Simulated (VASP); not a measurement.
NbP:

```
CELL_PARAMETERS angstrom
-1.68602 1.68602 5.77812
1.68602 -1.68602 5.77812
1.68602 1.68602 -5.77812
ATOMIC_POSITIONS crystal
Nb 0.24988 0.74988 0.50000
Nb 0.49988 0.49988 0.00000
P 0.83275 0.33275 0.50000
P 0.08275 0.08275 0.00000
```

Base run:

- Program: VASP 6.6.1
- Functional: r2SCAN
- Potentials or basis: VASP PAW PBE potentials, release 64 (Nb_sv, P)
- Cutoff: 520 eV
- k mesh: 11 × 11 × 11
- Occupations: fermi-dirac, width 0.05 eV
- Spin: no spin polarisation

Its results: band gap on the k mesh zero (bands 18 and 19 overlap by 0.01 eV); pressure -5.6 GPa; largest force 0.010 eV/Å.

Question: The run is repeated on the same cell with these changes: functional from r2SCAN to PBE. What comes out?

Answer: Band gap on the k mesh zero (filled and empty bands touch); pressure -4.9 GPa; largest force 0.008 eV/Å.

Caveats: the cell stands under tension; the PAW data sets were made with another functional, which shifts forces and pressure a little (at least some runs).
